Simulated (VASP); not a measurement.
Runs of VASP 6.6.1 on HgF3. The structure is that of space group Fm-3m (No. 225), or close to it. The cells are those of the table. 

```csv
level,cell,smearing,gap on the mesh (eV),pressure (GPa)
PBE,"a = 4.049 Å, angles 60.0°, 4 atoms",fermi-dirac 0.05 eV,none,1.8
PBE,"a = 4.022 Å, angles 60.0°, 4 atoms",fermi-dirac 0.05 eV,none,(a)
PBE,"a = 3.994 Å, angles 60.0°, 4 atoms",fermi-dirac 0.05 eV,none,(b)
PBE,"a = 4.102 Å, angles 60.0°, 4 atoms",fermi-dirac 0.05 eV,none,-1.8
RPBE,"a = 4.049 Å, angles 60.0°, 4 atoms",gaussian 0.1 eV,none,7.1
```

Alike in all rows: task single point; potentials or basis VASP PAW PBE potentials, release 64 (Hg, F); no spin polarisation; k mesh 8 × 8 × 8; cutoff (eV) 520.

Task: Estimate the missing entries.

Result: (a) 3.6; (b) 5.9.

Caveats: spin-orbit coupling is left out, which moves the levels of the heavy elements; an odd number of electrons without spin polarisation forces a metal; a magnetic or distorted state may lie lower; the PAW data sets were made with another functional, which shifts forces and pressure a little (some runs).

A k mesh can miss the band edges, and the runs leave out spin-orbit coupling on Hg.

A gap of «none» marks levels without a gap at the run's occupations.
